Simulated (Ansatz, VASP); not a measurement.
## Two plane-wave programs on Ag

```
CELL_PARAMETERS angstrom
0.00000 1.99875 1.99875
1.99875 0.00000 1.99875
1.99875 1.99875 0.00000
ATOMIC_POSITIONS crystal
Ag 0.00000 0.00000 0.00000
```

Alike in both runs: task single point; functional PBEsol; k mesh 22 × 22 × 22; occupations fermi-dirac, width 0.1 eV; no spin polarisation.

```csv
,VASP,Ansatz
version,VASP 6.6.1,Ansatz 0.2.0
potentials or method,"VASP PAW PBE potentials, release 64 (Ag), cutoff 520 eV","plane waves (420 eV) with PAW, scalar-relativistic"
valence electrons in the cell,11,19
```

```csv
,VASP,Ansatz,Ansatz less VASP
pressure (GPa),5.4,5.7,+0.30
```

VASP's potentials were made for PBE, not for PBEsol, and Ansatz warns of the same on its side. VASP's potentials hold 11 valence electrons a cell and Ansatz's 19, so a difference there can come from the potentials and not from the codes.
